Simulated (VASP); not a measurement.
Input of a VASP 6.6.1 run:

Contents of INCAR:

```
PREC     = Accurate       # precision mode
ENCUT    = 600            # plane-wave cutoff, eV
EDIFF    = 1E-6           # SCF threshold, eV
ISMEAR   = 0              # smearing method
SIGMA    = 0.05           # smearing width, eV
LREAL    = F              # projectors in reciprocal space
LASPH    = T              # aspherical terms in the spheres
NELM     = 60             # most SCF steps
ALGO     = Normal         # electronic algorithm
ISIF     = 4              # what is computed and relaxed
LWAVE    = F              # write WAVECAR
LCHARG   = F              # write CHGCAR
GGA      = PE             # functional
IBRION   = 2              # ionic algorithm
NSW      = 60             # ionic steps
EDIFFG   = -0.01          # ionic threshold
```

Contents of KPOINTS:

```
regular mesh
0
Gamma
  12 12 4
```

The input POSCAR:

```
ReSb2
1.0
    3.3153944219      0.0000000000      0.0000000000
   -1.6576972110      2.8712157930      0.0000000000
    0.0000000000      0.0000000000      9.2986508889
Re Sb
1 2
Direct
    0.0000000000      0.0000000000      0.0000000000
    0.3333333333      0.6666666667      0.2173748649
    0.6666666667      0.3333333333      0.7826251351
```

Potentials or basis: VASP PAW PBE potentials, release 64 (Re, Sb).

Command:

```sh
$ cat potpaw_PBE.64/Re/POTCAR potpaw_PBE.64/Sb/POTCAR > POTCAR
$ mpirun -np 1 vasp_std > vasp.out
```

Q: Predict the band gap on the k mesh.

A: Zero (an odd number of electrons rules out a gap without spin polarisation).

Final structure:
```yaml
crystal:
  lattice:
    - [3.28279, 0.00000, 0.00000]
    - [-1.64140, 2.84298, 0.00000]
    - [0.00000, 0.00000, 9.48426]
  atoms:
    - { symbol: Re, position: [0.00000, 0.00000, 0.00000] }
    - { symbol: Sb, position: [0.33333, 0.66667, 0.21114] }
    - { symbol: Sb, position: [0.66667, 0.33333, 0.78886] }
```

Caveat: spin-orbit coupling is left out, which moves the levels of the heavy elements; an odd number of electrons without spin polarisation forces a metal; a magnetic or distorted state may lie lower.
